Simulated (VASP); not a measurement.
Set up this calculation in VASP 6.6.1, as the native input.

| Item | Value |
| --- | --- |
| Task | single point |
| Functional | LDA |
| Potentials or basis | VASP PAW LDA potentials, release 64 (Na_pv, Cl) |
| Cutoff | 500 eV |
| k mesh | 8 × 8 × 8 |
| Occupations | gaussian, width 0.02 eV |
| Spin | no spin polarisation |
| Dipole correction | no |
| Further INCAR settings | ALGO = Normal; EDIFF = 1e-06; NBANDS = 14 |

The structure of NaCl (l) lies in POSCAR:

```
NaCl
1.0
    0.0000000000      2.7321088367      2.7321088367
    2.7321088367      0.0000000000      2.7321088367
    2.7321088367      2.7321088367      0.0000000000
Na Cl
1 1
Direct
    0.0000000000      0.0000000000      0.0000000000
    0.5000000000      0.5000000000      0.5000000000
```

One way to write it, as run:

INCAR

```
SYSTEM = NaCl
  PREC = Accurate
  ENCUT = 500
  EDIFF = 1E-6
  ISMEAR = 0
  SIGMA = 0.02
  LREAL = .FALSE.
  LASPH = .TRUE.
  NELM = 120
  ALGO = Normal
  ISIF = 2
  LWAVE = .FALSE.
  LCHARG = .FALSE.
  NBANDS = 14
  GGA_COMPAT = .FALSE.
```

KPOINTS

```
Automatic mesh
0
G
  8 8 8
  0 0 0
```

Potentials or basis: VASP PAW LDA potentials, release 64 (Na_pv, Cl).

Run with:

```sh
$ cat potpaw_LDA.64/Na_pv/POTCAR potpaw_LDA.64/Cl/POTCAR > POTCAR
$ mpirun -np 1 vasp_std > vasp.out
```

Results of the run:

- Pressure: 0.0 GPa
- Band gap on the k mesh: 5.08 eV, direct

Run time: 6.2 s on 1 thread of Intel(R) Xeon(R) Platinum 8488C (Sapphire Rapids), on a shared host, peak memory 0.14 GiB.
